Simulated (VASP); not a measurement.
Runs of VASP 6.6.1 on La. The structure is that of space group Fm-3m (No. 225), or close to it. The cells are those of the table. 

```tsv
cell	k mesh	gap on the mesh (eV)	pressure (GPa)
a = 3.813 Å, angles 60.0°, 1 atom	11 × 11 × 11	none	-0.1
a = 3.912 Å, angles 60.0°, 1 atom	11 × 11 × 11	none	-1.7
a = 3.813 Å, angles 60.0°, 1 atom	10 × 10 × 10	none	(a)
a = 3.863 Å, angles 60.0°, 1 atom	11 × 11 × 11	none	-0.9
a = 3.654 Å, angles 60.0°, 1 atom	11 × 11 × 11	none	(b)
```

Alike in all rows: task single point; level RPBE; potentials or basis VASP PAW PBE potentials, release 64 (La); no spin polarisation; cutoff (eV) 520; smearing fermi-dirac 0.1 eV.

**Question.** Fill in the values left out.

**Answer.** (a) 0.1; (b) 3.5.

Caveats: the PAW data sets were made with another functional, which shifts forces and pressure a little; spin-orbit coupling is left out, which moves the levels of the heavy elements.

A k mesh can miss the band edges, and the runs leave out spin-orbit coupling on La.

A gap of «none» marks levels without a gap at the run's occupations.
